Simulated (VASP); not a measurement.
Write the native input for VASP 6.6.1 that does the following.

```
Task                   : relaxation of cell and atoms
Functional             : PBE
Potentials or basis    : VASP PAW PBE potentials, release 64 (Hf_pv, C)
Cutoff                 : 600 eV
k mesh                 : 6 × 6 × 4
Occupations            : gaussian, width 0.1 eV
Spin                   : no spin polarisation
Dipole correction      : no
Further INCAR settings : ALGO = Normal; EDIFF = 1e-07; IBRION = 2; EDIFFG = -0.04; NSW = 90; ISIF = 3
```

The structure of HfC lies in POSCAR:

```
HfC
1.0
    3.3149491155      0.0000000000      0.0000000000
   -1.6574745577      2.8708301463      0.0000000000
    0.0000000000      0.0000000000      5.2696265495
Hf C
2 2
Direct
    0.3333333333      0.6666666667      0.2500000000
    0.6666666667      0.3333333333      0.7500000000
    0.0000000000      0.0000000000      0.0000000000
    0.0000000000      0.0000000000      0.5000000000
```

The input as run:

INCAR

```
ALGO = Normal
EDIFF = 1E-7
EDIFFG = -0.04
ENCUT = 600
GGA = PE
IBRION = 2
ISIF = 3
ISMEAR = 0
LASPH = True
LCHARG = False
LREAL = False
LWAVE = False
NELM = 60
NSW = 90
PREC = Accurate
SIGMA = 0.1
```

KPOINTS

```
k-points
0
Gamma
  6 6 4
```

Potentials or basis: VASP PAW PBE potentials, release 64 (Hf_pv, C).

Command:

```bash
$ cat potpaw_PBE.64/Hf_pv/POTCAR potpaw_PBE.64/C/POTCAR > POTCAR
$ mpirun -np 1 vasp_std > vasp.out
```

It gave:

The pressure after relaxing is -0.4 GPa and the band gap on the k mesh is zero (band 14 reaches 7.40 eV, above the bottom of band 15 at 6.08 eV).

Caveat: the k points lie up to 0.36 Å⁻¹ apart in the final cell; the relaxation stopped at its first step, so nothing moved; spin-orbit coupling is left out, which moves the levels of the heavy elements.

Wall time 13 s on 1 thread of Intel(R) Xeon(R) 6975P-C (Granite Rapids), on a shared host, peak memory 0.18 GiB.
